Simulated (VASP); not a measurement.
# WS2 (Tungstenite) (P6_3/mmc) in VASP: further runs

WS2 (Tungstenite) is run at these levels: PBE+D3(BJ), RPBE+D3(BJ); tasks: single point.

Program: VASP 6.6.1. These are calculated values, not measurements. Logs are shortened: lines on timing, memory, paths and dates and some standing lists are left out, and cuts for length are marked.

### Step 1. The cell of the first run

The structure is hexagonal, space group P6_3/mmc (No. 194). The conventional cell has a = 3.201 Å, b = 3.201 Å, c = 12.583 Å, α = 90.00°, β = 90.00°, γ = 120.00°. W (site symmetry -6m2) has 6 S at 2.43 Å within 3.2 Å. Within 3.2 Å of S (site symmetry 3m) lie 3 W at 2.43 Å and 1 S at 3.15 Å.

### Step 2. Single point, PBE+D3(BJ)

Input file INCAR:

```
  PREC = Accurate
  ENCUT = 520
  EDIFF = 1E-7
  ISMEAR = -1
  SIGMA = 0.05
  LREAL = F
  LASPH = T
  NELM = 80
  ALGO = Normal
  ISIF = 2
  LWAVE = F
  LCHARG = F
  GGA = PE
  IVDW = 12
  NBANDS = 35
```

Input file KPOINTS:

```
Automatic mesh
0
Gamma
  10 10 3
```

Input file POSCAR:

```
WS2
1.0
    3.2010602164      0.0000000000      0.0000000000
   -1.6005301082      2.7721994664      0.0000000000
    0.0000000000      0.0000000000     12.5827838695
W S
2 4
Direct
    0.6666666667      0.3333333333      0.7500000000
    0.3333333333      0.6666666667      0.2500000000
    0.6666666667      0.3333333333      0.3750000000
    0.3333333333      0.6666666667      0.8750000000
    0.6666666667      0.3333333333      0.1250000000
    0.3333333333      0.6666666667      0.6250000000
```

Potentials or basis: VASP PAW PBE potentials, release 64 (W_sv, S).

Run with:

```
> cat potpaw_PBE.64/W_sv/POTCAR potpaw_PBE.64/S/POTCAR > POTCAR
> mpirun -np 1 vasp_std > vasp.out
```

OUTCAR:

```text
PREC = Accurate
   ENCUT = 520
   EDIFF = 1E-7
   ISMEAR = -1
   LREAL = F
   LASPH = T
   NELM = 80
   ISIF = 2
   GGA = PE
   IVDW = 12
 IVDW          = 12

 ion  position               nearest neighbor table
   1  0.667  0.333  0.750-   4 2.43   6 2.43   4 2.43   6 2.43   4 2.43   6 2.43
   2  0.333  0.667  0.250-   3 2.43   5 2.43   3 2.43   5 2.43   3 2.43   5 2.43
   3  0.667  0.333  0.375-   2 2.43   2 2.43   2 2.43
   4  0.333  0.667  0.875-   1 2.43   1 2.43   1 2.43
   5  0.667  0.333  0.125-   2 2.43   2 2.43   2 2.43
   6  0.333  0.667  0.625-   1 2.43   1 2.43   1 2.43

  LATTYP: Found a hexagonal cell.
 ALAT       =     3.2010602164
 C/A-ratio  =     3.9308176101

  Lattice vectors:

 A1 = (   3.2010602164,   0.0000000000,   0.0000000000)
 A2 = (  -1.6005301082,   2.7721994664,   0.0000000000)
 A3 = (   0.0000000000,   0.0000000000,  12.5827838695)

Analysis of symmetry for initial positions (statically):
=====================================================================
 Subroutine PRICEL returns:
 Original cell was already a primitive cell.

 Routine SETGRP: Setting up the symmetry group for a
 hexagonal supercell.

 Subroutine GETGRP returns: Found 24 space group operations
 (whereof 12 operations were pure point group operations)
 out of a pool of 24 trial point group operations.

The static configuration has the point symmetry D_3d.
 The point group associated with its full space group is D_6h.

Analysis of symmetry for dynamics (positions and initial velocities):
=====================================================================
 Subroutine PRICEL returns:
 Original cell was already a primitive cell.

 Routine SETGRP: Setting up the symmetry group for a
 hexagonal supercell.

 Subroutine GETGRP returns: Found 24 space group operations
 (whereof 12 operations were pure point group operations)
 out of a pool of 24 trial point group operations.

The dynamic configuration has the point symmetry D_3d.
 The point group associated with its full space group is D_6h.

 Subroutine INISYM returns: Found 24 space group operations
 (whereof 12 operations are pure point group operations),
 and found     1 'primitive' translations

----------------------------------------------------------------------------------------

                                     Primitive cell

  volume of cell :     111.6593

  direct lattice vectors                    reciprocal lattice vectors
     3.201060216  0.000000000  0.000000000     0.312396498  0.180362202  0.000000000
    -1.600530108  2.772199466  0.000000000     0.000000000  0.360724404  0.000000000
     0.000000000  0.000000000 12.582783870     0.000000000  0.000000000  0.079473669

  length of vectors
     3.201060216  3.201060216 12.582783870     0.360724404  0.360724404  0.079473669

  position of ions in fractional coordinates (direct lattice)
     0.666666667  0.333333333  0.750000000
     0.333333333  0.666666667  0.250000000
     0.666666667  0.333333333  0.375000000
     0.333333333  0.666666667  0.875000000
     0.666666667  0.333333333  0.125000000
     0.333333333  0.666666667  0.625000000

  ion indices of the primitive-cell ions
   primitive index   ion index
                 1           1
                 2           2
                 3           3
                 4           4
                 5           5
                 6           6

----------------------------------------------------------------------------------------

 KPOINTS: Automatic mesh

Automatic generation of k-mesh.
 Grid dimensions read from file:
 generate k-points for:   10   10    3

 Generating k-lattice:

  Cartesian coordinates                     Fractional coordinates (reciprocal lattice)
     0.031239650  0.018036220  0.000000000     0.100000000  0.000000000  0.000000000
     0.000000000  0.036072440  0.000000000     0.000000000  0.100000000  0.000000000
     0.000000000  0.000000000  0.026491223     0.000000000  0.000000000  0.333333333

  Length of vectors
     0.036072440  0.036072440  0.026491223

  Shift w.r.t. Gamma in fractional coordinates (k-lattice)
     0.000000000  0.000000000  0.000000000

 Subroutine IBZKPT returns following result:
 ===========================================

 Found     28 irreducible k-points:

 Following reciprocal coordinates:
            Coordinates               Weight
  0.000000  0.000000  0.000000      1.000000
  0.100000  0.000000  0.000000      6.000000
  0.200000  0.000000  0.000000      6.000000
  0.300000  0.000000  0.000000      6.000000
  0.400000  0.000000  0.000000      6.000000
  0.500000  0.000000  0.000000      3.000000
[... 16 lines left out ...]
  0.300000  0.100000  0.333333     24.000000
  0.400000  0.100000  0.333333     24.000000
 [... further k-points ...]
   k-points           NKPTS =     28   k-points in BZ     NKDIM =     28   number of bands    NBANDS=     35
   number of dos      NEDOS =    301   number of ions     NIONS =      6
   total plane-waves  NPLWV =  55296
   dimension x,y,z NGX =    24 NGY =   24 NGZ =   96
   dimension x,y,z NGXF=    48 NGYF=   48 NGZF=  192
   ions per type =               2   4
   NGX,Y,Z   is equivalent  to a cutoff of  12.46, 12.46, 12.68 a.u.
   NGXF,Y,Z  is equivalent  to a cutoff of  24.93, 24.93, 25.37 a.u.
 SYSTEM =  unknown system
   PREC   = accura    normal or accurate (medium, high low for compatibility)
   ISTART =      0    job   : 0-new  1-cont  2-samecut
   ICHARG =      2    charge: 1-file 2-atom 10-const
   ISPIN  =      1    spin polarized calculation?
   LNONCOLLINEAR =      F non collinear calculations
   LSORBIT =      F    spin-orbit coupling
   LASPH  =      T    aspherical Exc in radial PAW
   ENCUT  =  520.0 eV  38.22 Ry    6.18 a.u.   5.95  5.95 23.40*2*pi/ulx,y,z
   NELM   =     80;   NELMIN=  2; NELMDL= -5     # of ELM steps
   EDIFF  = 0.1E-06   stopping-criterion for ELM
   LREAL  =      F    real-space projection
   EDIFFG = 0.1E-05   stopping-criterion for IOM
   NSW    =      0    number of steps for IOM
   IBRION =     -1    ionic relax: 0-MD 1-quasi-New 2-CG
   NFREE  =      0    steps in history (QN), initial steepest desc. (CG)
   ISIF   =      2    stress and relaxation
   ISYM   =      2    0-nonsym 1-usesym 2-fastsym
   POTIM  = 0.5000    time-step for ionic-motion
   TEBEG  =    0.0;   TEEND  =   0.0 temperature during run
   PSTRESS=    0.0 pullay stress
   NELECT =      52.0000    total number of electrons
   NUPDOWN=      -1.0000    fix difference up-down
   EMIN   =  10.00;   EMAX   =-10.00  energy-range for DOS
   EFERMI =   0.00;   METHOD = LEGACY
   ISMEAR =    -1;   SIGMA  =   0.05  broadening in eV -4-tet -1-fermi 0-gaus
   EFERMI_NEDOS =   21; number of points for ismear=-14 and -15
   IALGO  =     38    algorithm
   IMIX   =      4    mixing-type and parameters
     AMIX     =   0.40;   BMIX     =  1.00
     AMIX_MAG =   1.60;   BMIX_MAG =  1.00
  volume/ion in A,a.u.               =      18.61       125.59
  Fermi-wavevector in a.u.,A,eV,Ry     =   1.268949  2.397966 21.908540  1.610232
  Thomas-Fermi vector in A             =   2.402017
   LORBIT       =      0    0 simple, 1 ext, 2 COOP (PROOUT), +10 PAW based schemes
   GGA     = PE    functional components
   LHFCALC =     F    Hartree Fock is set to
   AEXX    =    0.0000 exact exchange contribution
   IVDW    =    12    specifies the selected vdW correction
   LEPSILON=     F    determine dielectric tensor
   LRPA    =     F    only Hartree local field effects (RPA)
 non-spin polarized calculation
  energy-cutoff  :      520.00
  volume of cell :      111.66
 maximum number of plane-waves:      3034
 NGX is ok and might be reduce to    24
   NGX = 11   NGY = 11   NGZ = 47

 number of electron      52.0000012 magnetization

 Free energy of the ion-electron system (eV)
  ---------------------------------------------------
  ext. energy  EPLUGINS =         0.00000000
  ---------------------------------------------------
  free energy    TOTEN  =       -47.29115200 eV

  energy without entropy =      -47.29115165  energy(sigma->0) =      -47.29115182

 E-fermi :   7.3763     XC(G=0): -10.6758

 val. band max:        6.8612398443   @ k =   0.0000   0.0000   0.0000
 cond. band min:       8.0123662178   @ k =   0.2000   0.2000   0.0000
 fundamental gap:      1.1511263735
 Fermi energy:         7.3763272652

 k-point     1 :       0.0000    0.0000    0.0000
  band No.  band energies     occupation
      1     -67.7912      2.00000
      2     -67.7911      2.00000
      3     -32.0074      2.00000
      4     -32.0074      2.00000
      5     -31.8760      2.00000
      6     -31.8760      2.00000
[... 27 lines left out ...]
     34       9.3095      0.00000
     35      11.3977      0.00000

 k-point     2 :       0.1000    0.0000    0.0000
  band No.  band energies     occupation
      1     -67.7897      2.00000
      2     -67.7897      2.00000
      3     -32.0020      2.00000
      4     -32.0020      2.00000
      5     -31.9062      2.00000
      6     -31.9062      2.00000
[... 27 lines left out ...]
     34       9.4110      0.00000
     35      12.1169      0.00000

 k-point     3 :       0.2000    0.0000    0.0000
  band No.  band energies     occupation
      1     -67.7859      2.00000
      2     -67.7859      2.00000
      3     -31.9879      2.00000
      4     -31.9879      2.00000
      5     -31.9845      2.00000
      6     -31.9845      2.00000
[... 27 lines left out ...]
     34      10.0580      0.00000
     35      13.2837      0.00000
[... 723 lines left out ...]
 k-point    23 :       0.3000    0.1000    0.3333
  band No.  band energies     occupation
      1     -67.7786      2.00000
      2     -67.7786      2.00000
      3     -32.1200      2.00000
      4     -32.1199      2.00000
      5     -31.9606      2.00000
      6     -31.9606      2.00000
[... 27 lines left out ...]
     34      10.9863      0.00000
     35      12.7803      0.00000

 k-point    24 :       0.4000    0.1000    0.3333
  band No.  band energies     occupation
      1     -67.7759      2.00000
      2     -67.7759      2.00000
      3     -32.1689      2.00000
      4     -32.1689      2.00000
      5     -31.9658      2.00000
      6     -31.9658      2.00000
[... 27 lines left out ...]
     34      10.8559      0.00000
     35      11.7641      0.00000

 [... further k-points ...]

------------------------ aborting loop because EDIFF is reached ----------------------------------------

 Edisp (eV)   -2.43548

 E8    (eV) :    -1.0228

  FORCE on cell =-STRESS in cart. coord.  units (eV):
  Direction    XX          YY          ZZ          XY          YZ          ZX
  --------------------------------------------------------------------------------------
  -------------------------------------------------------------------------------------
  Total      -3.49389    -3.49389    -2.46582     0.00000     0.00000     0.00000
  in kB     -50.13311   -50.13311   -35.38154     0.00000     0.00000     0.00000
  external pressure =      -45.22 kB  Pullay stress =        0.00 kB

 VOLUME and BASIS-vectors are now :
 -----------------------------------------------------------------------------
  energy-cutoff  :      520.00
  volume of cell :      111.66
      direct lattice vectors                 reciprocal lattice vectors
     3.201060216  0.000000000  0.000000000     0.312396498  0.180362202  0.000000000
    -1.600530108  2.772199466  0.000000000     0.000000000  0.360724404  0.000000000
     0.000000000  0.000000000 12.582783870     0.000000000  0.000000000  0.079473669

 POSITION                                       TOTAL-FORCE (eV/Angst)
 -----------------------------------------------------------------------------------
      1.60053      0.92407      9.43709         0.000000      0.000000     -0.000000
     -0.00000      1.84813      3.14570        -0.000000     -0.000000     -0.000000
      1.60053      0.92407      4.71854         0.000000      0.000000     -0.200774
     -0.00000      1.84813     11.00994        -0.000000     -0.000000     -0.200774
      1.60053      0.92407      1.57285         0.000000      0.000000      0.200774
     -0.00000      1.84813      7.86424         0.000000      0.000000      0.200774
 -----------------------------------------------------------------------------------
    total drift:                               -0.000000      0.000000     -0.000000

  FREE ENERGIE OF THE ION-ELECTRON SYSTEM (eV)
  ---------------------------------------------------
  free  energy   TOTEN  =       -49.7266284277 eV

  energy  without entropy=      -49.7266280783  energy(sigma->0) =      -49.72662825
```

Run time: 97 s. Hardware: 1 thread of Intel Xeon 6975P-C, shared host; peak memory 0.28 GiB.

Results:

```yaml
Free_energy: -49.7266 eV
Pressure: -4.5 GPa
Largest_force: 0.201 eV/Å
Band_gap_on_the_k_mesh: 1.15 eV, indirect (least direct gap 2.03 eV)
Dispersion_energy_per_atom: -0.406 eV
```

Forces in eV/Å, atoms in the order of the input:
```
W    0.000  0.000  0.000
W    0.000  0.000  0.000
S    0.000  0.000 -0.201
S    0.000  0.000 -0.201
S    0.000  0.000  0.201
S    0.000  0.000  0.201
```

Caveat: spin-orbit coupling is left out, which moves the levels of the heavy elements. A k mesh can miss the band edges.

### Step 3. Single point, RPBE+D3(BJ)

Input file INCAR:

```
PREC = Accurate ; ENCUT = 520
EDIFF = 1E-7 ; ISMEAR = -1
SIGMA = 0.05 ; LREAL = False
LASPH = True ; NELM = 80
ALGO = Normal ; ISIF = 2
LWAVE = False ; LCHARG = True
GGA = RP ; IVDW = 12
LELF = True ; LVHAR = True
NBANDS = 35
```

KPOINTS is that of step 2.

POSCAR is that of step 2.

Potentials or basis: VASP PAW PBE potentials, release 64 (W_sv, S).

Run with:

```
> cat potpaw_PBE.64/W_sv/POTCAR potpaw_PBE.64/S/POTCAR > POTCAR
> mpirun -np 1 vasp_std > vasp.out
```

Wall time 1.9 min (1 thread of Intel Xeon 6975P-C, shared host); peak memory 0.28 GiB.

Results (log left out):

- Free energy: -56.9850 eV
- Pressure: -16.7 GPa
- Largest force: 0.688 eV/Å
- Band gap on the k mesh: 1.20 eV, indirect (least direct gap 2.04 eV)
- Dispersion energy per atom: -2.033 eV

Forces on the atoms (eV/Å):
```
W    0.000  0.000  0.000
W    0.000  0.000  0.000
S    0.000  0.000 -0.688
S    0.000  0.000 -0.688
S    0.000  0.000  0.688
S    0.000  0.000  0.688
```

Stress tensor (GPa, compression positive):
```
-19.81   0.00   0.00
  0.00 -19.81   0.00
  0.00   0.00 -10.64
```

Levels at points of the mesh, in eV from the valence-band top:
| k point | band 24 | band 25 | band 26 | band 27 | band 28 | band 29 |
| --- | --- | --- | --- | --- | --- | --- |
| (0.00, 0.00, 0.00) | -1.56 | -0.98 | 0.00 | 2.24 | 2.24 | 2.25 |
| (0.50, 0.00, 0.00) | -1.83 | -1.60 | -1.44 | 2.19 | 2.23 | 2.57 |

Caveat: the PAW data sets were made with another functional, which shifts forces and pressure a little; spin-orbit coupling is left out, which moves the levels of the heavy elements. A k mesh can miss the band edges.
